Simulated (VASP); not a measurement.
# AlP: single point with PBE

AlP:

```
Al P
1.0
     0.00000    2.73150    2.73150
     2.73150    0.00000    2.73150
     2.73150    2.73150    0.00000
Al P
1 1
Cartesian
  0.0000 0.0000 0.0000
  1.3658 1.3658 1.3658
```

```yaml
Program: VASP 6.6.1
Task: single point
Functional: PBE
Potentials_or_basis: VASP PAW PBE potentials, release 64 (Al, P)
Cutoff: 500 eV
k_mesh: 6 × 6 × 6
Occupations: gaussian, width 0.01 eV
Spin: no spin polarisation
Dipole_correction: no
Further_INCAR_settings: ALGO = Normal; EDIFF = 1e-06; NBANDS = 11
```

| Quantity | Value |
| --- | --- |
| Pressure | 2.1 GPa |
| Band gap on the k mesh | 1.58 eV, indirect (least direct gap 3.29 eV) |

Levels at points of the mesh, in eV from the valence-band top:
```tsv
k point	band 1	band 2	band 3	band 4	band 5	band 6	band 7	band 8	band 9
(0.00, 0.00, 0.00)	-11.50	0.00	0.00	0.00	3.29	4.56	4.56	4.56	8.83
(0.50, 0.00, 0.00)	-9.82	-5.52	-0.76	-0.76	2.81	4.82	4.82	8.27	11.52
(0.50, 0.50, 0.00)	-9.16	-5.30	-2.10	-2.10	1.58	2.47	11.06	11.06	12.05
```

It took 12 s on 1 thread of Intel(R) Xeon(R) Platinum 8259CL CPU @ 2.50GHz (Skylake/Cascade Lake) (shared host), peak memory 0.14 GiB.

A k mesh can miss the band edges. As with any semilocal functional, this PBE gap is likely too small.
